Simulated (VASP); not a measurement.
# AlN (Fm-3m) in VASP: a series of runs

AlN is run at these levels: LDA; tasks: single point.

Everything below comes from runs of VASP 6.6.1. Logs are shortened: lines on timing, memory, paths and dates and some standing lists are left out, and cuts for length are marked.

## (1) The cell of the first run

The structure is cubic, space group Fm-3m (No. 225). The conventional cell has a = 4.011 Å, b = 4.011 Å, c = 4.011 Å, α = 90.00°, β = 90.00°, γ = 90.00°. Al (site symmetry m-3m) has 6 N at 2.01 Å within 2.7 Å. N (site symmetry m-3m) has 6 Al at 2.01 Å within 2.7 Å.

## (2) Single point, LDA

File INCAR:

```
ALGO = Normal
EDIFF = 1E-6
ENCUT = 520
ISIF = 2
ISMEAR = 0
LASPH = True
LCHARG = True
LELF = True
LREAL = False
LVHAR = True
LWAVE = False
NBANDS = 16
NELM = 80
PREC = Accurate
SIGMA = 0.05
```

File KPOINTS:

```
k-points
0
Gamma
  8 8 6
```

File POSCAR:

```
AlN
1.0
    0.0000000000     -2.0055201245     -2.0055201245
    0.0000000000      2.0055201245     -2.0055201245
    4.0110402489      0.0000000000      0.0000000000
Al N
2 2
Direct
    0.5000000000      0.5000000000      0.0000000000
    0.0000000000      0.0000000000      0.5000000000
    0.5000000000      0.5000000000      0.5000000000
    0.0000000000      1.0000000000      0.0000000000
```

Potentials or basis: VASP PAW LDA potentials, release 64 (Al, N).

Command:

```bash
cat potpaw_LDA.64/Al/POTCAR potpaw_LDA.64/N/POTCAR > POTCAR
mpirun -np 1 vasp_std > vasp.out
```

OUTCAR:

```text
EDIFF = 1E-6
   ENCUT = 520
   ISIF = 2
   ISMEAR = 0
   LASPH = True
   LREAL = False
   NELM = 80
   PREC = Accurate

 ion  position               nearest neighbor table
   1  0.500  0.500  0.000-   3 2.01   3 2.01   4 2.01   4 2.01   4 2.01   4 2.01   2 2.84   2 2.84
                             2 2.84   2 2.84   2 2.84   2 2.84   2 2.84   2 2.84
   2  0.000  0.000  0.500-   4 2.01   4 2.01   3 2.01   3 2.01   3 2.01   3 2.01   1 2.84   1 2.84
                             1 2.84   1 2.84   1 2.84   1 2.84   1 2.84   1 2.84
   3  0.500  0.500  0.500-   1 2.01   1 2.01   2 2.01   2 2.01   2 2.01   2 2.01
   4  0.000  0.000  0.000-   2 2.01   2 2.01   1 2.01   1 2.01   1 2.01   1 2.01

  LATTYP: Found a simple tetragonal cell.
 ALAT       =     2.8362337597
 C/A-ratio  =     1.4142135623

  Lattice vectors:

 A1 = (   0.0000000000,  -2.0055201245,  -2.0055201245)
 A2 = (   0.0000000000,   2.0055201245,  -2.0055201245)
 A3 = (   4.0110402489,   0.0000000000,   0.0000000000)

Analysis of symmetry for initial positions (statically):
=====================================================================
 Subroutine PRICEL returns following result:

  LATTYP: Found a face centered cubic cell.
 ALAT       =     4.0110402490

  Lattice vectors:

 A1 = (  -2.0055201245,   0.0000000000,   2.0055201245)
 A2 = (  -2.0055201244,  -2.0055201245,   0.0000000000)
 A3 = (   0.0000000000,  -2.0055201245,   2.0055201245)

   2 primitive cells build up your supercell.

 Routine SETGRP: Setting up the symmetry group for a
 simple tetragonal supercell.

 Subroutine GETGRP returns: Found 16 space group operations
 (whereof 16 operations were pure point group operations)
 out of a pool of 16 trial point group operations.

The static configuration has the point symmetry D_4h.

Analysis of symmetry for dynamics (positions and initial velocities):
=====================================================================
 Subroutine PRICEL returns following result:

  LATTYP: Found a face centered cubic cell.
 ALAT       =     4.0110402490

  Lattice vectors:

 A1 = (  -2.0055201245,   0.0000000000,   2.0055201245)
 A2 = (  -2.0055201244,  -2.0055201245,   0.0000000000)
 A3 = (   0.0000000000,  -2.0055201245,   2.0055201245)

   2 primitive cells build up your supercell.

 Routine SETGRP: Setting up the symmetry group for a
 simple tetragonal supercell.

 Subroutine GETGRP returns: Found 16 space group operations
 (whereof 16 operations were pure point group operations)
 out of a pool of 16 trial point group operations.

The dynamic configuration has the point symmetry D_4h.

 Subroutine INISYM returns: Found 16 space group operations
 (whereof 16 operations are pure point group operations),
 and found     2 'primitive' translations

----------------------------------------------------------------------------------------

                                     Primitive cell

  volume of cell :      16.1328

  direct lattice vectors                    reciprocal lattice vectors
    -2.005520124  0.000000000  2.005520124    -0.249311884  0.249311884  0.249311884
    -2.005520124 -2.005520124  0.000000000    -0.249311884 -0.249311884 -0.249311884
     0.000000000 -2.005520124  2.005520124     0.249311884 -0.249311884  0.249311884

  length of vectors
     2.836233760  2.836233760  2.836233760     0.431820849  0.431820849  0.431820849

  position of ions in fractional coordinates (direct lattice)
     0.500000000  0.500000000  0.500000000
     0.000000000  0.000000000  1.000000000

  ion indices of the primitive-cell ions
   primitive index   ion index
                 1           1
                 2           3

----------------------------------------------------------------------------------------

 KPOINTS: k-points

Automatic generation of k-mesh.
 Grid dimensions read from file:
 generate k-points for:    8    8    6

 Generating k-lattice:

  Cartesian coordinates                     Fractional coordinates (reciprocal lattice)
     0.000000000 -0.031163985 -0.031163985     0.125000000  0.000000000  0.000000000
     0.000000000  0.031163985 -0.031163985     0.000000000  0.125000000  0.000000000
     0.041551981  0.000000000  0.000000000     0.000000000  0.000000000  0.166666667

  Length of vectors
     0.044072531  0.044072531  0.041551981

  Shift w.r.t. Gamma in fractional coordinates (k-lattice)
     0.000000000  0.000000000  0.000000000

 Subroutine IBZKPT returns following result:
 ===========================================

 Found     60 irreducible k-points:

 Following reciprocal coordinates:
            Coordinates               Weight
  0.000000  0.000000  0.000000      1.000000
  0.125000  0.000000  0.000000      4.000000
  0.250000  0.000000  0.000000      4.000000
  0.375000  0.000000  0.000000      4.000000
  0.500000  0.000000  0.000000      2.000000
  0.125000  0.125000  0.000000      4.000000
[... 16 lines left out ...]
  0.375000  0.125000  0.166667     16.000000
  0.500000  0.125000  0.166667      8.000000
 [... further k-points ...]
   k-points           NKPTS =     60   k-points in BZ     NKDIM =     60   number of bands    NBANDS=     16
   number of dos      NEDOS =    301   number of ions     NIONS =      4
   total plane-waves  NPLWV =  17280
   dimension x,y,z NGX =    24 NGY =   24 NGZ =   30
   dimension x,y,z NGXF=    48 NGYF=   48 NGZF=   60
   ions per type =               2   2
   NGX,Y,Z   is equivalent  to a cutoff of  14.07, 14.07, 12.43 a.u.
   NGXF,Y,Z  is equivalent  to a cutoff of  28.14, 28.14, 24.87 a.u.
 SYSTEM =  unknown system
   PREC   = accura    normal or accurate (medium, high low for compatibility)
   ISTART =      0    job   : 0-new  1-cont  2-samecut
   ICHARG =      2    charge: 1-file 2-atom 10-const
   ISPIN  =      1    spin polarized calculation?
   LNONCOLLINEAR =      F non collinear calculations
   LSORBIT =      F    spin-orbit coupling
   LASPH  =      T    aspherical Exc in radial PAW
   ENCUT  =  520.0 eV  38.22 Ry    6.18 a.u.   5.27  5.27  7.46*2*pi/ulx,y,z
   NELM   =     80;   NELMIN=  2; NELMDL= -5     # of ELM steps
   EDIFF  = 0.1E-05   stopping-criterion for ELM
   LREAL  =      F    real-space projection
   EDIFFG = 0.1E-04   stopping-criterion for IOM
   NSW    =      0    number of steps for IOM
   IBRION =     -1    ionic relax: 0-MD 1-quasi-New 2-CG
   NFREE  =      0    steps in history (QN), initial steepest desc. (CG)
   ISIF   =      2    stress and relaxation
   ISYM   =      2    0-nonsym 1-usesym 2-fastsym
   POTIM  = 0.5000    time-step for ionic-motion
   TEBEG  =    0.0;   TEEND  =   0.0 temperature during run
   PSTRESS=    0.0 pullay stress
   NELECT =      16.0000    total number of electrons
   NUPDOWN=      -1.0000    fix difference up-down
   EMIN   =  10.00;   EMAX   =-10.00  energy-range for DOS
   EFERMI =   0.00;   METHOD = LEGACY
   ISMEAR =     0;   SIGMA  =   0.05  broadening in eV -4-tet -1-fermi 0-gaus
   EFERMI_NEDOS =   21; number of points for ismear=-14 and -15
   IALGO  =     38    algorithm
   IMIX   =      4    mixing-type and parameters
     AMIX     =   0.40;   BMIX     =  1.00
     AMIX_MAG =   1.60;   BMIX_MAG =  1.00
  volume/ion in A,a.u.               =       8.07        54.43
  Fermi-wavevector in a.u.,A,eV,Ry     =   1.295790  2.448687 22.845142  1.679071
  Thomas-Fermi vector in A             =   2.427287
   LORBIT       =      0    0 simple, 1 ext, 2 COOP (PROOUT), +10 PAW based schemes
   GGA     = CA    functional components
   LHFCALC =     F    Hartree Fock is set to
   AEXX    =    0.0000 exact exchange contribution
   IVDW    =     0    specifies the selected vdW correction
   LEPSILON=     F    determine dielectric tensor
   LRPA    =     F    only Hartree local field effects (RPA)
 non-spin polarized calculation
 Gauss-broadening in eV      SIGMA  =   0.05
  energy-cutoff  :      520.00
  volume of cell :       32.27
 maximum number of plane-waves:       888
 NGX is ok and might be reduce to    24
   NGX = 11   NGY = 11   NGZ = 15

 number of electron      16.0000000 magnetization

 Free energy of the ion-electron system (eV)
  ---------------------------------------------------
  ext. energy  EPLUGINS =         0.00000000
  ---------------------------------------------------
  free energy    TOTEN  =       -32.46105767 eV

  energy without entropy =      -32.46105767  energy(sigma->0) =      -32.46105767

 E-fermi :  10.2956     XC(G=0): -12.6867

 val. band max:       10.0269164635   @ k =   0.0000   0.0000   0.0000
 cond. band min:      14.7196571469   @ k =   0.0000   0.0000   0.0000
 fundamental gap:      4.6927406834
 Fermi energy:        10.2956209538

 k-point     1 :       0.0000    0.0000    0.0000
  band No.  band energies     occupation
      1      -7.6023      2.00000
      2      -3.1184      2.00000
      3       2.4496      2.00000
      4       7.1501      2.00000
      5       7.1501      2.00000
      6      10.0269      2.00000
[... 8 lines left out ...]
     15      24.2122      0.00000
     16      27.3916      0.00000

 k-point     2 :       0.1250    0.0000    0.0000
  band No.  band energies     occupation
      1      -7.3815      2.00000
      2      -3.0777      2.00000
      3       2.6705      2.00000
      4       6.1040      2.00000
      5       7.2818      2.00000
      6       9.0837      2.00000
[... 8 lines left out ...]
     15      23.8560      0.00000
     16      25.6275      0.00000

 k-point     3 :       0.2500    0.0000    0.0000
  band No.  band energies     occupation
      1      -6.7376      2.00000
      2      -3.0945      2.00000
      3       3.3238      2.00000
      4       4.4273      2.00000
      5       7.2087      2.00000
      6       7.6579      2.00000
[... 8 lines left out ...]
     15      23.2626      0.00000
     16      23.6989      0.00000
[... 362 lines left out ...]
 k-point    23 :       0.3750    0.1250    0.1667
  band No.  band energies     occupation
      1      -5.3927      2.00000
      2      -3.5151      2.00000
      3       2.7944      2.00000
      4       4.4924      2.00000
      5       5.6121      2.00000
      6       7.7005      2.00000
[... 8 lines left out ...]
     15      23.1909      0.00000
     16      23.1921      0.00000

 k-point    24 :       0.5000    0.1250    0.1667
  band No.  band energies     occupation
      1      -4.3089      2.00000
      2      -4.3089      2.00000
      3       3.1766      2.00000
      4       3.1766      2.00000
      5       6.7346      2.00000
      6       6.7346      2.00000
[... 8 lines left out ...]
     15      23.1277      0.00000
     16      23.1277      0.00000

 [... further k-points ...]

------------------------ aborting loop because EDIFF is reached ----------------------------------------

  FORCE on cell =-STRESS in cart. coord.  units (eV):
  Direction    XX          YY          ZZ          XY          YZ          ZX
  --------------------------------------------------------------------------------------
  -------------------------------------------------------------------------------------
  Total        0.1210840      0.1230830      0.1230830     -0.0000000      0.0000000     -0.0000000
  in kB        6.0125173      6.1117762      6.1117762     -0.0000000      0.0000000     -0.0000000
  external PRESSURE =       6.0786899 kB  Pullay stress =       0.0000000 kB

 VOLUME and BASIS-vectors are now :
 -----------------------------------------------------------------------------
  energy-cutoff  :      520.00
  volume of cell :       32.27
      direct lattice vectors                 reciprocal lattice vectors
     0.000000000 -2.005520124 -2.005520124     0.000000000 -0.249311884 -0.249311884
     0.000000000  2.005520124 -2.005520124     0.000000000  0.249311884 -0.249311884
     4.011040249  0.000000000  0.000000000     0.249311884  0.000000000  0.000000000

 POSITION                                       TOTAL-FORCE (eV/Angst)
 -----------------------------------------------------------------------------------
      0.00000      0.00000     -2.00552         0.000000      0.000000      0.000000
      2.00552      0.00000      0.00000         0.000000      0.000000      0.000000
      2.00552      0.00000     -2.00552        -0.000000     -0.000000     -0.000000
      0.00000      0.00000      0.00000         0.000000     -0.000000     -0.000000
 -----------------------------------------------------------------------------------
    total drift:                               -0.000000      0.000000     -0.000000

  FREE ENERGIE OF THE ION-ELECTRON SYSTEM (eV)
  ---------------------------------------------------
  free  energy   TOTEN  =       -32.4610576722 eV

  energy  without entropy=      -32.4610576722  energy(sigma->0) =      -32.46105767
```

Wall time 12 s (1 thread of Intel Xeon Platinum 8488C (Sapphire Rapids), shared host); peak memory 0.14 GiB.

What came out:

```
Free energy            : -32.4611 eV
Pressure               : 0.6 GPa
Band gap on the k mesh : 4.69 eV
```

Levels at points of the mesh, in eV from the valence-band top:
| k point | band 4 | band 5 | band 6 | band 7 | band 8 | band 9 | band 10 | band 11 | band 12 | band 13 |
| --- | --- | --- | --- | --- | --- | --- | --- | --- | --- | --- |
| (0.00, 0.00, 0.00) | -2.88 | -2.88 | 0.00 | 0.00 | 0.00 | 4.69 | 5.15 | 6.12 | 12.10 | 12.10 |
| (0.50, 0.00, 0.00) | -6.01 | -4.27 | -4.27 | -1.18 | -1.18 | 8.45 | 8.45 | 10.60 | 10.60 | 10.76 |
| (0.50, 0.50, 0.00) | -7.58 | -2.88 | -2.88 | -2.88 | -2.88 | 4.69 | 4.69 | 5.15 | 5.15 | 14.19 |
| (0.00, 0.00, 0.50) | -3.82 | -1.68 | -1.68 | -1.68 | -1.68 | 7.36 | 7.36 | 7.91 | 7.91 | 11.34 |
| (0.50, 0.00, 0.50) | -8.50 | -1.13 | -1.13 | -1.13 | -1.13 | 6.28 | 6.28 | 11.00 | 11.00 | 11.00 |
| (0.50, 0.50, 0.50) | -5.87 | -5.87 | -5.87 | -4.01 | -4.01 | 8.19 | 8.19 | 10.74 | 10.74 | 10.74 |

A k mesh can miss the band edges.

(Part 1 of 2 ends here.)
